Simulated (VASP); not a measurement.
Here is a VASP 6.6.1 calculation.

The input INCAR:

```
SYSTEM = Mg2C3
PREC     = Accurate       ! precision mode
ENCUT    = 520            ! plane-wave cutoff, eV
EDIFF    = 1E-7           ! SCF threshold, eV
ISMEAR   = 0              ! smearing method
SIGMA    = 0.05           ! smearing width, eV
LREAL    = .FALSE.        ! projectors in reciprocal space
LASPH    = .TRUE.         ! aspherical terms in the spheres
NELM     = 60             ! most SCF steps
ALGO     = Normal         ! electronic algorithm
ISIF     = 2              ! what is computed and relaxed
LWAVE    = .FALSE.        ! write WAVECAR
LCHARG   = .FALSE.        ! write CHGCAR
GGA      = RP             ! functional
IVDW     = 13             ! dispersion correction
NBANDS   = 16             ! bands
```

The input KPOINTS:

```
Automatic mesh
0
G
  8 8 6
  0 0 0
```

Contents of POSCAR:

```
Mg2C3
1.0
    2.3695424535     -2.2901582698      0.0102607233
    2.3695424535      2.2901582698      0.0102607233
   -1.1830121870      0.0000000000      4.7702776235
Mg C
2 3
Direct
    0.8092862858      0.8092862858      0.2021872109
    0.1907137142      0.1907137142      0.7978127891
    0.2981530746      0.2981530746      0.2613595721
    0.7018469254      0.7018469254      0.7386404279
    0.5000000000      0.5000000000      0.5000000000
```

Potentials or basis: VASP PAW PBE potentials, release 64 (Mg, C).

The run is started by

```bash
$ cat potpaw_PBE.64/Mg/POTCAR potpaw_PBE.64/C/POTCAR > POTCAR
$ mpirun -np 1 vasp_std > vasp.out
```

Q: What does it give for the dispersion energy per atom?

A: -0.350 eV.

Q: Predict the band gap on the k mesh.

A: 1.79 eV (least direct gap 2.54 eV).

Forces in eV/Å, atoms in the order of the input:
```
Mg  -0.001  0.000 -0.009
Mg   0.001  0.000  0.009
C   -0.038  0.000 -0.051
C    0.038  0.000  0.051
C    0.000  0.000  0.000
```

Caveat: the PAW data sets were made with another functional, which shifts forces and pressure a little. As with any semilocal functional, this RPBE gap is likely too small.
